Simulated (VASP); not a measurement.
Here is a VASP 6.6.1 calculation.

Contents of INCAR:

```
ALGO = Normal ; EDIFF = 1E-7
ENCUT = 520 ; ISIF = 2
ISMEAR = 0 ; LASPH = T
LCHARG = F ; LREAL = F
LWAVE = F ; NBANDS = 36
NELM = 80 ; PREC = Accurate
SIGMA = 0.03
```

File KPOINTS:

```
k-points
0
Gamma
  8 8 2
```

File POSCAR:

```
Si
1.0
    1.8997799719     -5.3208857962      0.0000000000
    1.8997799719      5.3208857962      0.0000000000
    0.0000000000      0.0000000000     12.5712748169
Si
12
Direct
    0.7570646004      0.2429353996      0.9449782463
    0.2429353996      0.7570646004      0.0550217537
    0.7570646004      0.2429353996      0.5550217537
    0.2429353996      0.7570646004      0.4449782463
    0.4287050011      0.5712949989      0.1572270431
    0.5712949989      0.4287050011      0.8427729569
    0.4287050011      0.5712949989      0.3427729569
    0.5712949989      0.4287050011      0.6572270431
    0.9711043184      0.0288956816      0.9092784553
    0.0288956816      0.9711043184      0.0907215447
    0.9711043184      0.0288956816      0.5907215447
    0.0288956816      0.9711043184      0.4092784553
```

Potentials or basis: VASP PAW LDA potentials, release 64 (Si).

Run with:

```sh
$ cat potpaw_LDA.64/Si/POTCAR > POTCAR
$ mpirun -np 1 vasp_std > vasp.out
```

**Question.** Estimate the band gap on the k mesh.

**Answer.** 0.37 eV (least direct gap 0.47 eV).

**Question.** Predict the largest force.

**Answer.** 0.005 eV/Å.

**Question.** Predict the pressure.

**Answer.** 0.0 GPa.

Forces in eV/Å, atoms in the order of the input:
```
Si   0.000  0.001 -0.001
Si   0.000 -0.001  0.001
Si   0.000  0.001  0.001
Si   0.000 -0.001 -0.001
Si   0.000 -0.001 -0.002
Si   0.000  0.001  0.002
Si   0.000 -0.001  0.002
Si   0.000  0.001 -0.002
Si   0.000 -0.003 -0.004
Si   0.000  0.003  0.004
Si   0.000 -0.003  0.004
Si   0.000  0.003 -0.004
```

Caveat: semilocal functionals underestimate gaps, and a narrow one can read as zero. A k mesh can miss the band edges.
